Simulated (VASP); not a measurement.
# SnO (P2_1/m) in VASP: notebook

SnO is run at these levels: PBE; tasks: single point.

All numbers are computed with VASP 6.6.1; they aren't measurements. Logs are shortened: lines on timing, memory, paths and dates and some standing lists are left out, and cuts for length are marked.

**1. The cell of the first run**

The structure is monoclinic, space group P2_1/m (No. 11). The conventional cell has a = 3.764 Å, b = 3.764 Å, c = 5.068 Å, α = 90.00°, β = 90.00°, γ = 90.00°. Sn (site symmetry m) has 4 O at 2.09 to 2.33 Å within 2.8 Å. Within 2.8 Å of O (site symmetry m) lie 4 Sn at 2.09 to 2.33 Å and 4 O at 2.64 to 2.69 Å.

**2. Single point, PBE (atoms displaced along a vibrational mode, the cell strained)**

The input, INCAR:

```
ALGO = Normal ; EDIFF = 1E-6
ENCUT = 520 ; GGA = PE
ISIF = 2 ; ISMEAR = 0
LASPH = T ; LCHARG = F
LREAL = F ; LWAVE = F
NBANDS = 28 ; NELM = 60
PREC = Accurate ; SIGMA = 0.05
```

The input, KPOINTS:

```
k-points
0
Gamma
  10 10 8
```

The input, POSCAR:

```
SnO
1.0
    3.7640209778      0.0000000000      0.0000000000
    0.0000000000      3.7640209778      0.0000000000
    0.0000000000      0.0000000000      5.0679375214
Sn O
2 2
Direct
   -0.0431052619      0.5000000000      0.2286909982
    0.5431052619      0.0000000000      0.7713090018
    0.0045883204      0.0000000000      0.0000000000
    0.4954116796      0.5000000000      0.0000000000
```

Potentials or basis: VASP PAW PBE potentials, release 64 (Sn_d, O).

On the command line:

```bash
$ cat potpaw_PBE.64/Sn_d/POTCAR potpaw_PBE.64/O/POTCAR > POTCAR
$ mpirun -np 1 vasp_std > vasp.out
```

OUTCAR:

```text
EDIFF = 1E-6
   ENCUT = 520
   GGA = PE
   ISIF = 2
   ISMEAR = 0
   LASPH = T
   LREAL = F
   NELM = 60
   PREC = Accurate

 ion  position               nearest neighbor table
   1  0.957  0.500  0.229-   4 2.09   3 2.22   3 2.22   4 2.33   2 3.37   2 3.37   2 3.68   2 3.68
                             2 3.71   2 3.71
   2  0.543  0.000  0.771-   3 2.09   4 2.22   4 2.22   3 2.33   1 3.37   1 3.37   1 3.68   1 3.68
                             1 3.71   1 3.71
   3  0.005  0.000  0.000-   2 2.09   1 2.22   1 2.22   2 2.33
   4  0.495  0.500  0.000-   1 2.09   2 2.22   2 2.22   1 2.33

  LATTYP: Found a simple tetragonal cell.
 ALAT       =     3.7640209778
 C/A-ratio  =     1.3464158546

  Lattice vectors:

 A1 = (   3.7640209778,   0.0000000000,   0.0000000000)
 A2 = (   0.0000000000,   3.7640209778,   0.0000000000)
 A3 = (   0.0000000000,   0.0000000000,   5.0679375214)

Analysis of symmetry for initial positions (statically):
=====================================================================
 Subroutine PRICEL returns:
 Original cell was already a primitive cell.

 Routine SETGRP: Setting up the symmetry group for a
 simple tetragonal supercell.

 Subroutine GETGRP returns: Found  4 space group operations
 (whereof  2 operations were pure point group operations)
 out of a pool of 16 trial point group operations.

The static configuration has the point symmetry C_1h.
 The point group associated with its full space group is C_2h.

Analysis of symmetry for dynamics (positions and initial velocities):
=====================================================================
 Subroutine PRICEL returns:
 Original cell was already a primitive cell.

 Routine SETGRP: Setting up the symmetry group for a
 simple tetragonal supercell.

 Subroutine GETGRP returns: Found  4 space group operations
 (whereof  2 operations were pure point group operations)
 out of a pool of 16 trial point group operations.

The dynamic configuration has the point symmetry C_1h.
 The point group associated with its full space group is C_2h.

 Subroutine INISYM returns: Found  4 space group operations
 (whereof  2 operations are pure point group operations),
 and found     1 'primitive' translations

----------------------------------------------------------------------------------------

                                     Primitive cell

  volume of cell :      71.8018

  direct lattice vectors                    reciprocal lattice vectors
     3.764020978  0.000000000  0.000000000     0.265673333  0.000000000  0.000000000
     0.000000000  3.764020978  0.000000000     0.000000000  0.265673333  0.000000000
     0.000000000  0.000000000  5.067937521     0.000000000  0.000000000  0.197318928

  length of vectors
     3.764020978  3.764020978  5.067937521     0.265673333  0.265673333  0.197318928

  position of ions in fractional coordinates (direct lattice)
     0.956894738  0.500000000  0.228690998
     0.543105262  0.000000000  0.771309002
     0.004588320  0.000000000  0.000000000
     0.495411680  0.500000000  0.000000000

  ion indices of the primitive-cell ions
   primitive index   ion index
                 1           1
                 2           2
                 3           3
                 4           4

----------------------------------------------------------------------------------------

 KPOINTS: k-points

Automatic generation of k-mesh.
 Grid dimensions read from file:
 generate k-points for:   10   10    8

 Generating k-lattice:

  Cartesian coordinates                     Fractional coordinates (reciprocal lattice)
     0.026567333  0.000000000  0.000000000     0.100000000  0.000000000  0.000000000
     0.000000000  0.026567333  0.000000000     0.000000000  0.100000000  0.000000000
     0.000000000  0.000000000  0.024664866     0.000000000  0.000000000  0.125000000

  Length of vectors
     0.026567333  0.026567333  0.024664866

  Shift w.r.t. Gamma in fractional coordinates (k-lattice)
     0.000000000  0.000000000  0.000000000

 Subroutine IBZKPT returns following result:
 ===========================================

 Found    252 irreducible k-points:

 Following reciprocal coordinates:
            Coordinates               Weight
  0.000000  0.000000  0.000000      1.000000
  0.100000  0.000000  0.000000      2.000000
  0.000000  0.100000  0.000000      2.000000
  0.200000  0.000000  0.000000      2.000000
  0.000000  0.200000  0.000000      2.000000
  0.300000  0.000000  0.000000      2.000000
[... 16 lines left out ...]
 -0.200000  0.300000  0.000000      4.000000
  0.400000  0.200000  0.000000      4.000000
 [... further k-points ...]
   k-points           NKPTS =    252   k-points in BZ     NKDIM =    252   number of bands    NBANDS=     28
   number of dos      NEDOS =    301   number of ions     NIONS =      4
   total plane-waves  NPLWV =  31360
   dimension x,y,z NGX =    28 NGY =   28 NGZ =   40
   dimension x,y,z NGXF=    56 NGYF=   56 NGZF=   80
   ions per type =               2   2
   NGX,Y,Z   is equivalent  to a cutoff of  12.37, 12.37, 13.12 a.u.
   NGXF,Y,Z  is equivalent  to a cutoff of  24.73, 24.73, 26.24 a.u.
 SYSTEM =  unknown system
   PREC   = accura    normal or accurate (medium, high low for compatibility)
   ISTART =      0    job   : 0-new  1-cont  2-samecut
   ICHARG =      2    charge: 1-file 2-atom 10-const
   ISPIN  =      1    spin polarized calculation?
   LNONCOLLINEAR =      F non collinear calculations
   LSORBIT =      F    spin-orbit coupling
   LASPH  =      T    aspherical Exc in radial PAW
   ENCUT  =  520.0 eV  38.22 Ry    6.18 a.u.   7.00  7.00  9.42*2*pi/ulx,y,z
   NELM   =     60;   NELMIN=  2; NELMDL= -5     # of ELM steps
   EDIFF  = 0.1E-05   stopping-criterion for ELM
   LREAL  =      F    real-space projection
   EDIFFG = 0.1E-04   stopping-criterion for IOM
   NSW    =      0    number of steps for IOM
   IBRION =     -1    ionic relax: 0-MD 1-quasi-New 2-CG
   NFREE  =      0    steps in history (QN), initial steepest desc. (CG)
   ISIF   =      2    stress and relaxation
   ISYM   =      2    0-nonsym 1-usesym 2-fastsym
   POTIM  = 0.5000    time-step for ionic-motion
   TEBEG  =    0.0;   TEEND  =   0.0 temperature during run
   PSTRESS=    0.0 pullay stress
   NELECT =      40.0000    total number of electrons
   NUPDOWN=      -1.0000    fix difference up-down
   EMIN   =  10.00;   EMAX   =-10.00  energy-range for DOS
   EFERMI =   0.00;   METHOD = LEGACY
   ISMEAR =     0;   SIGMA  =   0.05  broadening in eV -4-tet -1-fermi 0-gaus
   EFERMI_NEDOS =   21; number of points for ismear=-14 and -15
   IALGO  =     38    algorithm
   IMIX   =      4    mixing-type and parameters
     AMIX     =   0.40;   BMIX     =  1.00
     AMIX_MAG =   1.60;   BMIX_MAG =  1.00
  volume/ion in A,a.u.               =      17.95       121.14
  Fermi-wavevector in a.u.,A,eV,Ry     =   1.347048  2.545552 24.688291  1.814538
  Thomas-Fermi vector in A             =   2.474830
   LORBIT       =      0    0 simple, 1 ext, 2 COOP (PROOUT), +10 PAW based schemes
   GGA     = PE    functional components
   LHFCALC =     F    Hartree Fock is set to
   AEXX    =    0.0000 exact exchange contribution
   IVDW    =     0    specifies the selected vdW correction
   LEPSILON=     F    determine dielectric tensor
   LRPA    =     F    only Hartree local field effects (RPA)
 non-spin polarized calculation
 Gauss-broadening in eV      SIGMA  =   0.05
  energy-cutoff  :      520.00
  volume of cell :       71.80
 maximum number of plane-waves:      1954
   NGX = 13   NGY = 13   NGZ = 19

 number of electron      39.9999996 magnetization

 Free energy of the ion-electron system (eV)
  ---------------------------------------------------
  ext. energy  EPLUGINS =         0.00000000
  ---------------------------------------------------
  free energy    TOTEN  =       -22.46807676 eV

  energy without entropy =      -22.46807672  energy(sigma->0) =      -22.46807674

 E-fermi :   7.1428     XC(G=0): -10.0790

 val. band max:        7.0015123076   @ k =   0.0000   0.0000   0.0000
 cond. band min:       7.2852750019   @ k =   0.5000   0.5000   0.0000
 fundamental gap:      0.2837626944
 Fermi energy:         7.1427518492

 k-point     1 :       0.0000    0.0000    0.0000
  band No.  band energies     occupation
      1     -15.1699      2.00000
      2     -14.7187      2.00000
      3     -14.6691      2.00000
      4     -14.6590      2.00000
      5     -14.5990      2.00000
      6     -14.5945      2.00000
[... 20 lines left out ...]
     27      13.9686      0.00000
     28      14.4345      0.00000

 k-point     2 :       0.1000    0.0000    0.0000
  band No.  band energies     occupation
      1     -15.1671      2.00000
      2     -14.7345      2.00000
      3     -14.6630      2.00000
      4     -14.6573      2.00000
      5     -14.6017      2.00000
      6     -14.5980      2.00000
[... 20 lines left out ...]
     27      14.0842      0.00000
     28      15.3286      0.00000

 k-point     3 :       0.0000    0.1000    0.0000
  band No.  band energies     occupation
      1     -15.1661      2.00000
      2     -14.7393      2.00000
      3     -14.6687      2.00000
      4     -14.6572      2.00000
      5     -14.6021      2.00000
      6     -14.5963      2.00000
[... 20 lines left out ...]
     27      14.2804      0.00000
     28      15.1818      0.00000

 k-point     4 :       0.2000    0.0000    0.0000
  band No.  band energies     occupation
      1     -15.1600      2.00000
      2     -14.7913      2.00000
      3     -14.6529      2.00000
      4     -14.6478      2.00000
      5     -14.6178      2.00000
      6     -14.6083      2.00000
[... 578 lines left out ...]
     27      15.0799      0.00000
     28      15.9053      0.00000

 k-point    23 :      -0.2000    0.3000    0.0000
  band No.  band energies     occupation
      1     -15.1398      2.00000
      2     -14.9578      2.00000
      3     -14.6463      2.00000
      4     -14.6330      2.00000
      5     -14.6211      2.00000
      6     -14.6116      2.00000
[... 20 lines left out ...]
     27      15.1175      0.00000
     28      15.9226      0.00000

 k-point    24 :       0.4000    0.2000    0.0000
  band No.  band energies     occupation
      1     -15.1448      2.00000
      2     -14.9891      2.00000
      3     -14.6406      2.00000
      4     -14.6322      2.00000
      5     -14.6144      2.00000
      6     -14.6125      2.00000
[... 20 lines left out ...]
     27      14.5509      0.00000
     28      15.5322      0.00000

 [... further k-points ...]

------------------------ aborting loop because EDIFF is reached ----------------------------------------

  FORCE on cell =-STRESS in cart. coord.  units (eV):
  Direction    XX          YY          ZZ          XY          YZ          ZX
  --------------------------------------------------------------------------------------
  -------------------------------------------------------------------------------------
  Total        4.0319735      3.1497653      2.3933329      0.0000000      0.0000000      2.2092082
  in kB       89.9690077     70.2835108     53.4045626      0.0000000      0.0000000     49.2960250
  external PRESSURE =      71.2190270 kB  Pullay stress =       0.0000000 kB

 VOLUME and BASIS-vectors are now :
 -----------------------------------------------------------------------------
  energy-cutoff  :      520.00
  volume of cell :       71.80
      direct lattice vectors                 reciprocal lattice vectors
     3.764020978  0.000000000  0.000000000     0.265673333  0.000000000  0.000000000
     0.000000000  3.764020978  0.000000000     0.000000000  0.265673333  0.000000000
     0.000000000  0.000000000  5.067937521     0.000000000  0.000000000  0.197318928

 POSITION                                       TOTAL-FORCE (eV/Angst)
 -----------------------------------------------------------------------------------
      3.60177      1.88201      1.15899         1.110063      0.000000      1.024362
      2.04426      0.00000      3.90895        -1.110063      0.000000     -1.024362
      0.01727      0.00000      0.00000         0.312268      0.000000      0.264285
      1.86474      1.88201      0.00000        -0.312268      0.000000     -0.264285
 -----------------------------------------------------------------------------------
    total drift:                                0.000000     -0.000000      0.000000

  FREE ENERGIE OF THE ION-ELECTRON SYSTEM (eV)
  ---------------------------------------------------
  free  energy   TOTEN  =       -22.4680767578 eV

  energy  without entropy=      -22.4680767155  energy(sigma->0) =      -22.46807674
```

It took 8.6 min on 1 thread of AMD EPYC 7R43 (Zen 3), shared host; peak memory 0.45 GiB.

Results:

```
Free energy            : -22.4681 eV
Pressure               : 7.1 GPa
Largest force          : 1.510 eV/Å
Band gap on the k mesh : 0.28 eV (least direct gap 1.95 eV)
```

Forces on the atoms (eV/Å):
```
Sn   1.110  0.000  1.024
Sn  -1.110  0.000 -1.024
O    0.312  0.000  0.264
O   -0.312  0.000 -0.264
```

Stress tensor (GPa, compression positive):
```
9.00 0.00 4.93
0.00 7.03 0.00
4.93 0.00 5.34
```

Levels at points of the mesh, in eV from the valence-band top:
```
           k point  band 17  band 18  band 19  band 20  band 21  band 22  band 23  band 24
(0.00, 0.00, 0.00)    -3.68    -3.25    -3.25     0.00     1.95     3.73     4.89     5.09
(0.50, 0.00, 0.00)    -5.11    -4.84    -3.11    -2.34     2.75     3.05     5.80     5.85
(0.00, 0.50, 0.00)    -4.94    -4.94    -2.74    -2.74     2.84     2.84     5.65     5.65
(0.50, 0.50, 0.00)    -2.60    -2.60    -1.99    -1.99     0.28     0.28     4.26     4.26
(0.00, 0.00, 0.50)    -3.40    -3.28    -3.26    -2.49     1.68     3.19     3.53     3.93
(0.50, 0.00, 0.50)    -5.07    -4.84    -2.08    -1.62     2.25     2.28     5.13     6.19
(0.00, 0.50, 0.50)    -4.94    -4.94    -1.87    -1.87     2.27     2.27     5.63     5.63
(0.50, 0.50, 0.50)    -2.61    -2.61    -2.55    -2.55     2.37     2.37     3.58     3.58
```

Caveat: the cell differs from its parent crystal (atoms displaced along a vibrational mode, the cell strained); the cell stands under pressure; semilocal functionals underestimate gaps, and a narrow one can read as zero; spin-orbit coupling is left out, which moves the levels of the heavy elements; forces of over 1 eV/Å act on the atoms, so gaps and moduli don't describe the material at rest. A k mesh can miss the band edges.

**3. Single point, PBE (atoms displaced along a vibrational mode, the cell strained)**

The input, INCAR:

```
PREC     = Accurate       # precision mode
ENCUT    = 520            # plane-wave cutoff, eV
EDIFF    = 1E-6           # SCF threshold, eV
ISMEAR   = 0              # smearing method
SIGMA    = 0.05           # smearing width, eV
LREAL    = False          # projectors in reciprocal space
LASPH    = True           # aspherical terms in the spheres
NELM     = 100            # most SCF steps
ALGO     = Normal         # electronic algorithm
ISIF     = 2              # what is computed and relaxed
LWAVE    = False          # write WAVECAR
LCHARG   = True           # write CHGCAR
GGA      = PE             # functional
LELF     = True           # ELF
LVHAR    = True         
NBANDS   = 28             # bands
```

The input, KPOINTS:

```
Automatic mesh
0
Gamma
  10 10 8
```

The input, POSCAR:

```
SnO
1.0
    3.8158424934      0.0000000000      0.0000000000
    0.0000000000      3.8158424934      0.0000000000
    0.0000000000      0.0000000000      5.0679375214
Sn O
2 2
Direct
   -0.0215397020      0.5000000000      0.2286909982
    0.5215397020      0.0000000000      0.7713090018
    0.0022927840      0.0000000000      0.0000000000
    0.4977072160      0.5000000000      0.0000000000
```

Potentials or basis: VASP PAW PBE potentials, release 64 (Sn_d, O).

On the command line:

```bash
$ cat potpaw_PBE.64/Sn_d/POTCAR potpaw_PBE.64/O/POTCAR > POTCAR
$ mpirun -np 1 vasp_std > vasp.out
```

Wall time 8.5 min (1 thread of AMD EPYC 7R43 (Zen 3), shared host); peak memory 0.45 GiB.

It converged, with:

```yaml
Free_energy: -22.6645 eV
Pressure: 3.1 GPa
Largest_force: 0.658 eV/Å
Band_gap_on_the_k_mesh: 0.39 eV (least direct gap 1.93 eV)
```

Forces on the atoms (eV/Å):
```
Sn   0.474  0.000  0.456
Sn  -0.474  0.000 -0.456
O    0.071  0.000  0.058
O   -0.071  0.000 -0.058
```

Stress tensor (GPa, compression positive):
```
3.81 0.00 2.06
0.00 3.35 0.00
2.06 0.00 2.21
```

Levels at points of the mesh, in eV from the valence-band top:
| k point | band 17 | band 18 | band 19 | band 20 | band 21 | band 22 | band 23 | band 24 |
| --- | --- | --- | --- | --- | --- | --- | --- | --- |
| (0.00, 0.00, 0.00) | -3.41 | -3.07 | -3.07 | 0.00 | 1.93 | 3.93 | 4.92 | 4.97 |
| (0.50, 0.00, 0.00) | -4.80 | -4.66 | -2.72 | -2.34 | 2.91 | 3.04 | 5.74 | 5.75 |
| (0.00, 0.50, 0.00) | -4.71 | -4.71 | -2.53 | -2.53 | 2.96 | 2.96 | 5.69 | 5.69 |
| (0.50, 0.50, 0.00) | -2.42 | -2.42 | -1.86 | -1.86 | 0.39 | 0.39 | 4.42 | 4.42 |
| (0.00, 0.00, 0.50) | -3.41 | -3.09 | -3.09 | -2.20 | 1.72 | 3.26 | 3.35 | 3.83 |
| (0.50, 0.00, 0.50) | -4.76 | -4.64 | -1.80 | -1.59 | 2.38 | 2.38 | 5.34 | 5.88 |
| (0.00, 0.50, 0.50) | -4.70 | -4.70 | -1.70 | -1.70 | 2.38 | 2.38 | 5.61 | 5.61 |
| (0.50, 0.50, 0.50) | -2.45 | -2.45 | -2.42 | -2.42 | 2.49 | 2.49 | 3.68 | 3.68 |

Caveat: the cell differs from its parent crystal (atoms displaced along a vibrational mode, the cell strained); the cell stands under pressure; semilocal functionals underestimate gaps, and a narrow one can read as zero; spin-orbit coupling is left out, which moves the levels of the heavy elements.
